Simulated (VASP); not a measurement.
The system is Sn.

```
Sn
1.0
    -2.94014    2.94014    1.59930
     2.94014   -2.94014    1.59930
     2.94014    2.94014   -1.59930
Sn
2
Cartesian
  0.0000 2.9401 0.7997
  0.0000 0.0000 0.0000
```

| Quantity | Value |
| --- | --- |
| Program | VASP 6.6.1 |
| Task | relaxation of cell and atoms |
| Functional | PBE |
| Potentials or basis | VASP PAW PBE potentials, release 64 (Sn_d) |
| Cutoff | 600 eV |
| k mesh | 14 × 14 × 14 |
| Occupations | gaussian, width 0.1 eV |
| Spin | no spin polarisation |

At the start: pressure 1.3 GPa; volume 27.65 Å³/atom.

Task: How do energy, volume and symmetry change on relaxing?

Result: Over 8 steps the energy falls by 3.1 meV/atom and the volume is 28.39 Å³/atom (+2.7 %); space group I4_1/amd (No. 141, to 0.05 Å).

Step by step:
```csv
step,energy change (eV),largest force (eV/Å),pressure (GPa),volume (Å³)
1,0.0000,0.0000,1.34,55.30
2,-0.0058,0.0000,-0.44,57.18
3,-0.0062,0.0000,0.07,56.76
4,-0.0062,0.0000,-0.10,56.82
5,-0.0062,0.0000,0.06,56.68
6,-0.0062,0.0000,0.03,56.72
7,-0.0062,0.0000,0.07,56.72
8,-0.0062,0.0000,-0.02,56.77
```

Final structure:
```yaml
crystal:
  lattice:
    - [-2.96491, 2.96491, 1.61454]
    - [2.96491, -2.96491, 1.61454]
    - [2.96491, 2.96491, -1.61454]
  atoms:
    - { symbol: Sn, position: [0.75000, 0.25000, 0.50000] }
    - { symbol: Sn, position: [0.00000, 0.00000, 0.00000] }
```
